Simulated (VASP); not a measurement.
# SbTe2O (P6/mmm) in VASP: further runs, part 2 of 2

VASP 6.6.1. The steps go on from the part before.

## 3. Single point, PBE

This run uses another cell than the first one, of 27.42 Å³/atom.

INCAR

```
SYSTEM = SbTe2O
ALGO = Normal
EDIFF = 1E-6
ENCUT = 520
GGA = PE
ISIF = 2
ISMEAR = 0
LASPH = .TRUE.
LCHARG = .FALSE.
LREAL = .FALSE.
LWAVE = .FALSE.
NBANDS = 20
NELM = 80
PREC = Accurate
SIGMA = 0.1
```

KPOINTS

```
k-points
0
G
  6 6 4
  0 0 0
```

POSCAR

```
SbTe2O
1.0
    5.6005100909      0.0000000034      0.0000000000
   -2.8002550484      4.8501840112      0.0000000000
    0.0000000000      0.0000000000      4.0373708045
Sb Te O
1 2 1
Direct
    0.0000000000      0.0000000000      0.0000000000
    0.3333333333      0.6666666667      0.0000000000
    0.6666666667      0.3333333333      0.0000000000
    0.0000000000      0.0000000000      0.5000000000
```

Potentials or basis: VASP PAW PBE potentials, release 64 (Sb, Te, O).

Started as:

```bash
$ cat potpaw_PBE.64/Sb/POTCAR potpaw_PBE.64/Te/POTCAR potpaw_PBE.64/O/POTCAR > POTCAR
$ mpirun -np 1 vasp_std > vasp.out
```

OUTCAR:

```text
SYSTEM = SbTe2O
   EDIFF = 1E-6
   ENCUT = 520
   GGA = PE
   ISIF = 2
   ISMEAR = 0
   LASPH = .TRUE.
   LREAL = .FALSE.
   NELM = 80
   PREC = Accurate

 ion  position               nearest neighbor table
   1  0.000  0.000  0.000-   4 2.02   4 2.02   2 3.23   3 3.23   3 3.23   2 3.23   3 3.23   2 3.23

   2  0.333  0.667  0.000-   3 3.23   1 3.23   3 3.23   1 3.23   1 3.23   3 3.23
   3  0.667  0.333  0.000-   2 3.23   1 3.23   2 3.23   1 3.23   1 3.23   2 3.23
   4  0.000  0.000  0.500-   1 2.02   1 2.02

  LATTYP: Found a hexagonal cell.
 ALAT       =     5.6005100909
 C/A-ratio  =     0.7208934077

  Lattice vectors:

 A1 = (   5.6005100909,   0.0000000034,   0.0000000000)
 A2 = (  -2.8002550484,   4.8501840112,   0.0000000000)
 A3 = (   0.0000000000,   0.0000000000,   4.0373708045)

Analysis of symmetry for initial positions (statically):
=====================================================================
 Subroutine PRICEL returns:
 Original cell was already a primitive cell.

 Routine SETGRP: Setting up the symmetry group for a
 hexagonal supercell.

 Subroutine GETGRP returns: Found 24 space group operations
 (whereof 24 operations were pure point group operations)
 out of a pool of 24 trial point group operations.

The static configuration has the point symmetry D_6h.

Analysis of symmetry for dynamics (positions and initial velocities):
=====================================================================
 Subroutine PRICEL returns:
 Original cell was already a primitive cell.

 Routine SETGRP: Setting up the symmetry group for a
 hexagonal supercell.

 Subroutine GETGRP returns: Found 24 space group operations
 (whereof 24 operations were pure point group operations)
 out of a pool of 24 trial point group operations.

The dynamic configuration has the point symmetry D_6h.

 Subroutine INISYM returns: Found 24 space group operations
[... 114 lines left out ...]
   IALGO  =     38    algorithm
   IMIX   =      4    mixing-type and parameters
     AMIX     =   0.40;   BMIX     =  1.00
     AMIX_MAG =   1.60;   BMIX_MAG =  1.00
  volume/ion in A,a.u.               =      27.42       185.02
  Fermi-wavevector in a.u.,A,eV,Ry     =   0.972649  1.838039 12.871728  0.946045
  Thomas-Fermi vector in A             =   2.102964
   LORBIT       =      0    0 simple, 1 ext, 2 COOP (PROOUT), +10 PAW based schemes
   GGA     = PE    functional components
   LHFCALC =     F    Hartree Fock is set to
   AEXX    =    0.0000 exact exchange contribution
   IVDW    =     0    specifies the selected vdW correction
   LEPSILON=     F    determine dielectric tensor
   LRPA    =     F    only Hartree local field effects (RPA)
 non-spin polarized calculation
 Gauss-broadening in eV      SIGMA  =   0.10
  energy-cutoff  :      520.00
  volume of cell :      109.67
 maximum number of plane-waves:      2979
 NGX is ok and might be reduce to    42
   NGX = 21   NGY = 21   NGZ = 15

 number of electron      22.9999999 magnetization

 Free energy of the ion-electron system (eV)
  ---------------------------------------------------
  ext. energy  EPLUGINS =         0.00000000
  ---------------------------------------------------
  free energy    TOTEN  =       -15.68809710 eV

  energy without entropy =      -15.66808740  energy(sigma->0) =      -15.67809225

 E-fermi :   5.0085     XC(G=0):  -9.1415

 val. band max:        4.9136776507   @ k =   0.1667   0.1667   0.2500
 cond. band min:       5.0216710808   @ k =   0.1667   0.1667   0.0000
 fundamental gap:      0.1079934301
 Fermi energy:         5.0085444439

 k-point     1 :       0.0000    0.0000    0.0000
  band No.  band energies     occupation
      1     -13.0781      2.00000
      2      -7.1302      2.00000
      3      -4.2421      2.00000
      4      -1.4530      2.00000
      5      -0.8933      2.00000
      6       0.6801      2.00000
[... 472 lines left out ...]
     19      12.3328      0.00000
     20      12.6212      0.00000

------------------------ aborting loop because EDIFF is reached ----------------------------------------

  FORCE on cell =-STRESS in cart. coord.  units (eV):
  Direction    XX          YY          ZZ          XY          YZ          ZX
  --------------------------------------------------------------------------------------
  -------------------------------------------------------------------------------------
  Total       -0.0685502     -0.0685502      0.0416444      0.0000000     -0.0000000      0.0000000
  in kB       -1.0014635     -1.0014635      0.6083905      0.0000000     -0.0000000      0.0000000
  external PRESSURE =      -0.4648455 kB  Pullay stress =       0.0000000 kB

 VOLUME and BASIS-vectors are now :
 -----------------------------------------------------------------------------
  energy-cutoff  :      520.00
  volume of cell :      109.67
      direct lattice vectors                 reciprocal lattice vectors
     5.600510091  0.000000003  0.000000000     0.178555164  0.103088872  0.000000000
    -2.800255048  4.850184011  0.000000000    -0.000000000  0.206177744  0.000000000
     0.000000000  0.000000000  4.037370805     0.000000000  0.000000000  0.247685944

 POSITION                                       TOTAL-FORCE (eV/Angst)
 -----------------------------------------------------------------------------------
      0.00000      0.00000      0.00000         0.000000      0.000000      0.000000
     -0.00000      3.23346      0.00000         0.000000     -0.000000      0.000000
      2.80026      1.61673      0.00000        -0.000000      0.000000     -0.000000
      0.00000      0.00000      2.01869         0.000000      0.000000      0.000000
 -----------------------------------------------------------------------------------
    total drift:                               -0.000000      0.000000      0.000000

  FREE ENERGIE OF THE ION-ELECTRON SYSTEM (eV)
  ---------------------------------------------------
  free  energy   TOTEN  =       -15.6880971002 eV

  energy  without entropy=      -15.6680874042  energy(sigma->0) =      -15.67809225
```

stdout:

```text
POSCAR found type information on POSCAR SbTeO
 POSCAR found :  3 types and       4 ions
 scaLAPACK will be used
 LDA part: xc-table for (Slater+PW92), standard interpolation
 POSCAR, INCAR and KPOINTS ok, starting setup
 FFT: planning ... GRIDC
 FFT: planning ... GRID_SOFT
 FFT: planning ... GRID
 WAVECAR not read
 entering main loop
```

It took 33 s on 1 thread of Intel Xeon Platinum 8488C (Sapphire Rapids), shared host; peak memory 0.24 GiB.

What came out:

| Item | Value |
| --- | --- |
| Free energy | -15.6881 eV |
| Pressure | 0.0 GPa |
| Band gap on the k mesh | zero (an odd number of electrons rules out a gap without spin polarisation) |

Stress tensor (GPa, compression positive):
```
-0.10  0.00  0.00
 0.00 -0.10  0.00
 0.00  0.00  0.06
```

Caveat: the k points lie up to 0.39 Å⁻¹ apart, too coarse for converged energies and pressures of a metal; spin-orbit coupling is left out, which moves the levels of the heavy elements; an odd number of electrons without spin polarisation forces a metal; a magnetic or distorted state may lie lower.

## 4. Relaxation of cell and atoms, PBE

INCAR

```
ALGO = Normal
EDIFF = 1E-6
EDIFFG = -0.04
ENCUT = 600
GGA = PE
IBRION = 2
ISIF = 3
ISMEAR = 0
LASPH = T
LCHARG = F
LREAL = F
LWAVE = F
NELM = 60
NSW = 90
PREC = Accurate
SIGMA = 0.1
```

KPOINTS

```
k-points
0
Gamma
  6 6 4
```

POSCAR

```
SbTe2O
1.0
    4.7689183300      0.0000000000      0.0000000000
   -2.3844591700      4.1300044200      0.0000000000
    0.0000000000      0.0000000000      5.4779158000
Sb Te O
1 2 1
Direct
    0.0000000000      0.0000000000      0.0000000000
    0.3333333300      0.6666666700      0.0000000000
    0.6666666700      0.3333333300      0.0000000000
    0.0000000000      0.0000000000      0.5000000000
```

Started as:

```bash
$ cat potpaw_PBE.64/Sb/POTCAR potpaw_PBE.64/Te/POTCAR potpaw_PBE.64/O/POTCAR > POTCAR
$ mpirun -np 1 vasp_std > vasp.out
```

Wall time 5.6 min (1 thread of Intel Xeon Platinum 8488C (Sapphire Rapids), shared host); peak memory 0.3 GiB.

Results (log left out):

```
Free energy                           : -15.6827 eV
Relaxed volume                        : 27.30 Å³/atom
Relaxed cell                          : a = 5.588 Å, b = 5.588 Å, c = 4.038 Å, α = 90.00°, β = 90.00°, γ = 120.00°
Space group after relaxing (to 0.1 Å) : P6/mmm (No. 191)
Energy gained by relaxing             : 1506.8 meV/atom
Ionic steps                           : 11
Pressure after relaxing               : 0.0 GPa
Band gap on the k mesh                : zero (an odd number of electrons rules out a gap without spin polarisation)
```

Step by step:
```csv
step,energy change (eV),largest force (eV/Å),pressure (GPa),volume (Å³)
1,0.0000,0.0000,20.03,107.89
2,-3.7371,0.0000,-9.65,160.57
3,-4.0738,0.0000,-6.50,140.16
4,-5.7671,0.0000,-4.53,120.12
5,-6.0002,0.0000,-1.53,113.52
6,-6.0011,0.0000,-1.19,112.98
7,-6.0264,0.0000,-0.29,109.87
8,-6.0269,0.0000,-0.16,109.48
9,-6.0269,0.0000,-0.14,109.41
10,-6.0270,0.0000,0.11,109.02
11,-6.0271,0.0000,0.01,109.19
```

Final structure:
```
Sb Te O
1.0
     5.58772    0.00000    0.00000
    -2.79386    4.83911    0.00000
     0.00000    0.00000    4.03812
Sb Te O
1 2 1
Direct
  0.00000 0.00000 0.00000
  0.33333 0.66667 0.00000
  0.66667 0.33333 0.00000
  0.00000 0.00000 0.50000
```

Levels at points of the mesh, in eV from the Fermi level:
```tsv
k point	band 9	band 10	band 11	band 12	band 13	band 14	band 15
(0.00, 0.00, 0.00)	-3.62	-0.73	-0.73	-0.69	1.43	5.24	5.24
(0.50, 0.00, 0.00)	-0.90	-0.22	-0.13	0.53	0.80	2.52	2.78
(0.00, 0.00, 0.50)	-2.86	-2.43	-2.43	-0.66	0.29	4.93	5.21
(0.50, 0.00, 0.50)	-1.82	-1.39	-0.67	1.12	1.34	1.78	2.13
```

Caveat: a cell axis changed by over 15 % at a fixed basis, so the end point is rough; spin-orbit coupling is left out, which moves the levels of the heavy elements; an odd number of electrons without spin polarisation forces a metal; a magnetic or distorted state may lie lower.

## 5. Overview

| task | cell | cutoff (eV) | gap on the mesh (eV) | pressure (GPa) |
| --- | --- | --- | --- | --- |
| single point | a = 4.769, b = 4.769, c = 5.478 Å, angles 90.0, 90.0, 120.0°, 4 atoms | 520 | none | 20.0 |
| single point | a = 5.601, b = 5.601, c = 4.037 Å, angles 90.0, 90.0, 120.0°, 4 atoms | 520 | none | 0.0 |
| relaxation of cell and atoms | relaxed from a = 4.769, b = 4.769, c = 5.478 Å, angles 90.0, 90.0, 120.0°, 4 atoms | 600 | none | 0.0 |

Alike in all rows: level PBE; potentials or basis VASP PAW PBE potentials, release 64 (Sb, Te, O); no spin polarisation; k mesh 6 × 6 × 4; smearing gaussian 0.1 eV.

Caveats: some runs use coarse meshes; spin-orbit coupling is left out, which moves the levels of the heavy elements; an odd number of electrons without spin polarisation forces a metal; a magnetic or distorted state may lie lower; the cell stands under pressure (at least some runs); a cell axis changed by over 15 % at a fixed basis, so the end point is rough (at least some runs).

Total energies depend on the potentials used, so only differences within one code and one set of settings carry meaning.
